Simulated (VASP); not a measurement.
Here is a VASP 6.6.1 calculation.

INCAR

```
SYSTEM = Pb
  PREC = Accurate
  ENCUT = 600
  EDIFF = 1E-6
  ISMEAR = -1
  SIGMA = 0.05
  LREAL = .FALSE.
  LASPH = .TRUE.
  NELM = 60
  ALGO = Normal
  ISIF = 3
  LWAVE = .FALSE.
  LCHARG = .FALSE.
  GGA = CA
  IBRION = 2
  NSW = 60
  EDIFFG = -0.005
```

Contents of KPOINTS:

```
regular mesh
0
G
  15 15 15
  0 0 0
```

File POSCAR:

```
Pb
1.0
   -1.9346816463      1.9346816463      1.9346816463
    1.9346816463     -1.9346816463      1.9346816463
    1.9346816463      1.9346816463     -1.9346816463
Pb
1
Direct
    0.0000000000      0.0000000000      0.0000000000
```

Potentials or basis: VASP PAW LDA potentials, release 64 (Pb_d).

Run with:

```console
$ cat potpaw_LDA.64/Pb_d/POTCAR > POTCAR
$ mpirun -np 1 vasp_std > vasp.out
```

Question: What does it give for the relaxed volume?

Answer: 29.05 Å³/atom.

Question: What does it give for the relaxed cell?

Answer: a = 3.354 Å, b = 3.354 Å, c = 3.354 Å, α = 109.47°, β = 109.47°, γ = 109.47°.

Final structure:
```xyz
1
Lattice="-1.9366 1.9366 1.9366 1.9366 -1.9366 1.9366 1.9366 1.9366 -1.9366" Properties=species:S:1:pos:R:3 pbc="T T T"
Pb    0.0000    0.0000    0.0000
```
